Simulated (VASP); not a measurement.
Here is a VASP 6.6.1 calculation.

File INCAR:

```
SYSTEM = Zr2C3
PREC     = Accurate       ! precision mode
ENCUT    = 520            ! plane-wave cutoff, eV
EDIFF    = 1E-6           ! SCF threshold, eV
ISMEAR   = 0              ! smearing method
SIGMA    = 0.1            ! smearing width, eV
LREAL    = .FALSE.        ! projectors in reciprocal space
LASPH    = .TRUE.         ! aspherical terms in the spheres
NELM     = 80             ! most SCF steps
ALGO     = Normal         ! electronic algorithm
ISIF     = 2              ! what is computed and relaxed
LWAVE    = .FALSE.        ! write WAVECAR
LCHARG   = .FALSE.        ! write CHGCAR
GGA      = PE             ! functional
NBANDS   = 26             ! bands
```

Contents of KPOINTS:

```
Automatic mesh
0
G
  6 6 4
  0 0 0
```

Contents of POSCAR:

```
Zr2C3
1.0
    3.0419015925     -1.6781100754      0.0000000000
    3.0419015925      1.6781100754      0.0000000000
   -2.8011181673      0.0000000000      6.0074542364
Zr C
2 3
Direct
    0.7554149609      0.7554149609      0.2141194870
    0.2445850391      0.2445850391      0.7858805130
    0.0000000000      0.0000000000      0.0000000000
    0.4438625668      0.4438625668      0.5649833706
    0.5561374332      0.5561374332      0.4350166294
```

Potentials or basis: VASP PAW PBE potentials, release 64 (Zr_sv, C).

Launch:

```bash
$ cat potpaw_PBE.64/Zr_sv/POTCAR potpaw_PBE.64/C/POTCAR > POTCAR
$ mpirun -np 1 vasp_std > vasp.out
```

(1) Estimate the largest force.

(2) Predict the band gap on the k mesh.

(3) What does it give for the pressure?

Results:

(1) 0.062 eV/Å.

(2) zero (bands 18 and 19 overlap by 1.64 eV).

(3) 0.3 GPa.

Caveat: the k points lie up to 0.37 Å⁻¹ apart, too coarse for converged energies and pressures of a metal.
